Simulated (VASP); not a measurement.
Set up this calculation in VASP 6.6.1, as the native input.

- Task: relaxation of shape and atoms at fixed volume
- Functional: RPBE
- Potentials or basis: VASP PAW PBE potentials, release 64 (Mn_pv, O)
- Cutoff: 600 eV
- k mesh: 8 × 8 × 4
- Occupations: gaussian, width 0.05 eV
- Spin: collinear spin, ferromagnetic start
- Starting moments: [4.69, 4.69, 0.11, 0.11] μB
- Hubbard terms: Mn d U = 3.9 eV
- Dipole correction: no
- Further INCAR settings: ALGO = Normal; EDIFF = 1e-06; IBRION = 2; EDIFFG = -0.01; NSW = 60; ISIF = 4

The structure of MnO lies in POSCAR:

```
MnO
1.0
    3.7984907266      0.0000000000      0.0000000000
   -1.8992453633      3.2895894652      0.0000000000
    0.0000000000      0.0000000000      4.6700342858
Mn O
2 2
Direct
    0.3333333333      0.6666666667     -0.0567850000
    0.6666666667      0.3333333333      0.4432150000
    0.3333333333      0.6666666667      0.4432150000
    0.6666666667      0.3333333333      0.9432150000
```

The input as run:

INCAR

```
ALGO     = Normal         # electronic algorithm
EDIFF    = 1E-6           # SCF threshold, eV
EDIFFG   = -0.01          # ionic threshold
ENCUT    = 600            # plane-wave cutoff, eV
GGA      = RP             # functional
IBRION   = 2              # ionic algorithm
ISIF     = 4              # what is computed and relaxed
ISMEAR   = 0              # smearing method
ISPIN    = 2              # spin polarisation
LASPH    = T              # aspherical terms in the spheres
LCHARG   = F              # write CHGCAR
LDAU     = T              # DFT+U
LDAUJ    = 0 0          
LDAUL    = 2 -1           # shell
LDAUPRINT= 1            
LDAUTYPE = 2            
LDAUU    = 3.9 0          # U, eV
LMAXMIX  = 4              # l up to which the mixer works
LORBIT   = 11             # projections on sites
LREAL    = F              # projectors in reciprocal space
LWAVE    = F              # write WAVECAR
MAGMOM   = 4.69 4.69 0.11 0.11 # initial moments
NELM     = 150            # most SCF steps
NSW      = 60             # ionic steps
PREC     = Accurate       # precision mode
SIGMA    = 0.05           # smearing width, eV
```

KPOINTS

```
k-points
0
Gamma
  8 8 4
```

Potentials or basis: VASP PAW PBE potentials, release 64 (Mn_pv, O).

The run is started by

```console
$ cat potpaw_PBE.64/Mn_pv/POTCAR potpaw_PBE.64/O/POTCAR > POTCAR
$ mpirun -np 1 vasp_std > vasp.out
```

It gave:

```
Energy gained by relaxing                             : 0.3 meV/atom
Ionic steps                                           : 3
Pressure after relaxing                               : -4.5 GPa
Band gap on the k mesh                                : zero (filled and empty bands overlap)
Net moment                                            : 10.00 μB per cell
Site moments                                          : Mn +4.64; O +0.09 μB
Valence electrons inside the program's atomic spheres : Mn 11.26; O 4.97
```

Caveat: the PAW data sets were made with another functional, which shifts forces and pressure a little; the run started ferromagnetic, and an antiferromagnetic order may lie lower in energy.

It took 110 s on 1 thread of Intel(R) Xeon(R) 6975P-C (Granite Rapids), on a shared host, peak memory 0.26 GiB.
